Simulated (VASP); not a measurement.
## Ge2P: single point with PBE

Ge2P:

```xyz
3
Lattice="3.8553 0.0000 0.0000 -1.9277 3.3388 0.0000 0.0000 0.0000 4.1637" Properties=species:S:1:pos:R:3 pbc="T T T"
Ge    0.0000    2.2259    2.0819
Ge    1.9277    1.1129    2.0819
P     0.0000    0.0000    0.0000
```

The cell was generated, and may not be a known phase.

| Property | Result |
| --- | --- |
| Program | VASP 6.6.1 |
| Task | single point |
| Functional | PBE |
| Potentials or basis | VASP PAW PBE potentials, release 64 (Ge_d, P) |
| Cutoff | 520 eV |
| k mesh | 6 × 6 × 4 |
| Occupations | gaussian, width 0.1 eV |
| Spin | no spin polarisation |

```json
{
  "Pressure": "18.2 GPa",
  "Band gap on the k mesh": "zero (an odd number of electrons rules out a gap without spin polarisation)"
}
```

Stress tensor (GPa, compression positive):
```
27.81  0.00  0.00
 0.00 27.81  0.00
 0.00  0.00 -0.99
```

Levels at points of the mesh, in eV from the Fermi level:
```
           k point  band 14  band 15  band 16  band 17  band 18  band 19
(0.00, 0.00, 0.00)    -2.04    -2.04    -0.88    -0.88    -0.23     3.45
(0.50, 0.00, 0.00)    -4.62    -1.86    -1.11    -1.01     0.60     1.57
(0.00, 0.00, 0.50)    -1.73    -0.22     0.18     0.18     0.27     0.39
(0.50, 0.00, 0.50)    -5.31    -3.78    -1.90    -0.84     0.46     5.16
```

Wall time 23 s on 1 thread of Intel(R) Xeon(R) Platinum 8124M CPU @ 3.00GHz (Skylake/Cascade Lake), with other jobs on the host, peak memory 0.17 GiB.

Caveat: the k points lie up to 0.38 Å⁻¹ apart, too coarse for converged energies and pressures of a metal.
